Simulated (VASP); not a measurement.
# GaAs (F-43m) in VASP: a series of runs, part 3 of 3

VASP 6.6.1. The steps go on from the part before.

## Step 5: Electric field gradients, PBE (volume scaled by 1.06)

INCAR reads:

```
SYSTEM = GaAs
ALGO     = Normal         ! electronic algorithm
EDIFF    = 1E-8           ! SCF threshold, eV
ENCUT    = 520            ! plane-wave cutoff, eV
GGA      = PE             ! functional
ISIF     = 2              ! what is computed and relaxed
ISMEAR   = -1             ! smearing method
LASPH    = .True.         ! aspherical terms in the spheres
LCHARG   = .False.        ! write CHGCAR
LEFG     = .True.       
LREAL    = .False.        ! projectors in reciprocal space
LWAVE    = .False.        ! write WAVECAR
NBANDS   = 16             ! bands
NELM     = 100            ! most SCF steps
PREC     = Accurate       ! precision mode
SIGMA    = 0.08           ! smearing width, eV
```

KPOINTS reads:

```
k-points
0
Gamma
  10 10 10
  0 0 0
```

POSCAR reads:

```
GaAs
1.0
    0.0000000000      2.8822925071      2.8822925071
    2.8822925071      0.0000000000      2.8822925071
    2.8822925071      2.8822925071      0.0000000000
Ga As
1 1
Direct
    0.0000000000      0.0000000000      0.0000000000
    0.7500000000      0.7500000000      0.7500000000
```

Potentials or basis: VASP PAW PBE potentials, release 64 (Ga_d, As).

Started as:

```console
cat potpaw_PBE.64/Ga_d/POTCAR potpaw_PBE.64/As/POTCAR > POTCAR
mpirun -np 1 vasp_std > vasp.out
```

OUTCAR:

```text
SYSTEM = GaAs
   EDIFF = 1E-8
   ENCUT = 520
   GGA = PE
   ISIF = 2
   ISMEAR = -1
   LASPH = .True.
   LREAL = .False.
   NELM = 100
   PREC = Accurate

 ion  position               nearest neighbor table
   1  0.000  0.000  0.000-   2 2.50   2 2.50   2 2.50   2 2.50
   2  0.750  0.750  0.750-   1 2.50   1 2.50   1 2.50   1 2.50

  LATTYP: Found a face centered cubic cell.
 ALAT       =     5.7645850142

  Lattice vectors:

 A1 = (   0.0000000000,   2.8822925071,   2.8822925071)
 A2 = (   2.8822925071,   0.0000000000,   2.8822925071)
 A3 = (   2.8822925071,   2.8822925071,   0.0000000000)

Analysis of symmetry for initial positions (statically):
=====================================================================
 Subroutine PRICEL returns:
 Original cell was already a primitive cell.

 Routine SETGRP: Setting up the symmetry group for a
 face centered cubic supercell.

 Subroutine GETGRP returns: Found 24 space group operations
 (whereof 24 operations were pure point group operations)
 out of a pool of 48 trial point group operations.

The static configuration has the point symmetry T_d .

Analysis of symmetry for dynamics (positions and initial velocities):
=====================================================================
 Subroutine PRICEL returns:
 Original cell was already a primitive cell.

 Routine SETGRP: Setting up the symmetry group for a
 face centered cubic supercell.

 Subroutine GETGRP returns: Found 24 space group operations
 (whereof 24 operations were pure point group operations)
 out of a pool of 48 trial point group operations.

The dynamic configuration has the point symmetry T_d .

[... 157 lines left out ...]
      4     -11.2439      2.00000
      5     -11.2439      2.00000
      6      -8.9219      2.00000
[... 433 lines left out ...]
      3     -11.2792      2.00000
      4     -11.2577      2.00000
      5     -11.2360      2.00000
      6      -7.3405      2.00000
[... 8 lines left out ...]
     15      15.4256      0.00000
     16      15.8246      0.00000

 [... further k-points ...]

------------------------ aborting loop because EDIFF is reached ----------------------------------------

  FORCE on cell =-STRESS in cart. coord.  units (eV):
  Direction    XX          YY          ZZ          XY          YZ          ZX
  --------------------------------------------------------------------------------------
  -------------------------------------------------------------------------------------
  Total       -0.1195696     -0.1195696     -0.1195696      0.0000000      0.0000000      0.0000000
  in kB       -4.0002519     -4.0002519     -4.0002519      0.0000000      0.0000000      0.0000000
  external PRESSURE =      -4.0002519 kB  Pullay stress =       0.0000000 kB

 VOLUME and BASIS-vectors are now :
 -----------------------------------------------------------------------------
  energy-cutoff  :      520.00
  volume of cell :       47.89
      direct lattice vectors                 reciprocal lattice vectors
     0.000000000  2.882292507  2.882292507    -0.173473025  0.173473025  0.173473025
     2.882292507  0.000000000  2.882292507     0.173473025 -0.173473025  0.173473025
     2.882292507  2.882292507  0.000000000     0.173473025  0.173473025 -0.173473025

 POSITION                                       TOTAL-FORCE (eV/Angst)
 -----------------------------------------------------------------------------------
      0.00000      0.00000      0.00000        -0.000000     -0.000000     -0.000000
      4.32344      4.32344      4.32344         0.000000      0.000000      0.000000
 -----------------------------------------------------------------------------------
    total drift:                               -0.000002     -0.000002     -0.000002

  FREE ENERGIE OF THE ION-ELECTRON SYSTEM (eV)
  ---------------------------------------------------
  free  energy   TOTEN  =        -8.2751751470 eV

  energy  without entropy=       -8.2745327529  energy(sigma->0) =       -8.27485395

 Electric field gradients (V/A^2)
---------------------------------------------------------------------
 ion       V_xx      V_yy      V_zz      V_xy      V_xz      V_yz
---------------------------------------------------------------------
   1       0.000     0.000     0.000    -0.000    -0.000    -0.000
   2      -0.000    -0.000     0.000     0.000     0.000     0.000
---------------------------------------------------------------------

 Electric field gradients after diagonalization (V/A^2)
 (convention: |V_zz| > |V_xx| > |V_yy|)
----------------------------------------------------------------------
 ion       V_xx      V_yy      V_zz     asymmetry (V_yy - V_xx)/ V_zz
----------------------------------------------------------------------
   1       0.000     0.000    -0.000       0.000
   2      -0.000    -0.000     0.000       0.000
----------------------------------------------------------------------

           NMR quadrupolar parameters

 Cq : quadrupolar parameter    Cq=e*Q*V_zz/h
 eta: asymmetry parameters     (V_yy - V_xx)/ V_zz
 Q  : nuclear electric quadrupole moment in mb (millibarn)
----------------------------------------------------------------------
 ion       Cq(MHz)       eta       Q (mb)
----------------------------------------------------------------------
   1      -0.000       0.000       1.000
   2       0.000       0.000       1.000
----------------------------------------------------------------------
```

stdout:

```text
POSCAR found type information on POSCAR GaAs
 POSCAR found :  2 types and       2 ions
 scaLAPACK will be used
 LDA part: xc-table for (Slater+PW92), standard interpolation
 POSCAR, INCAR and KPOINTS ok, starting setup
 FFT: planning ... GRIDC
 FFT: planning ... GRID_SOFT
 FFT: planning ... GRID
 WAVECAR not read
 entering main loop
ion   1

ion   2
```

Run time: 45 s. Hardware: 1 thread of AMD EPYC 7R43 (Zen 3), shared host; peak memory 0.16 GiB.

Results:

```
Free energy : -8.2752 eV
Pressure    : -0.4 GPa
```

Caveat: without QUAD_EFG the Cq values of the log hold for a quadrupole moment of 1 mb, not for the nuclei.

## Step 6: Overview

| cell | gap on the mesh (eV) | pressure (GPa) |
| --- | --- | --- |
| a = 3.998 Å, angles 60.0°, 2 atoms | 0.52 | 3.5 |
| a = 4.024 Å, angles 60.0°, 2 atoms | 0.37 | 2.0 |
| a = 4.076 Å, angles 60.0°, 2 atoms | - | -0.4 |

Alike in all rows: task electric field gradients; level PBE; potentials or basis VASP PAW PBE potentials, release 64 (Ga_d, As); no spin polarisation; k mesh 10 × 10 × 10; cutoff (eV) 520; smearing fermi-dirac 0.08 eV.

Absolute energies hang on the potentials; compare differences alone.
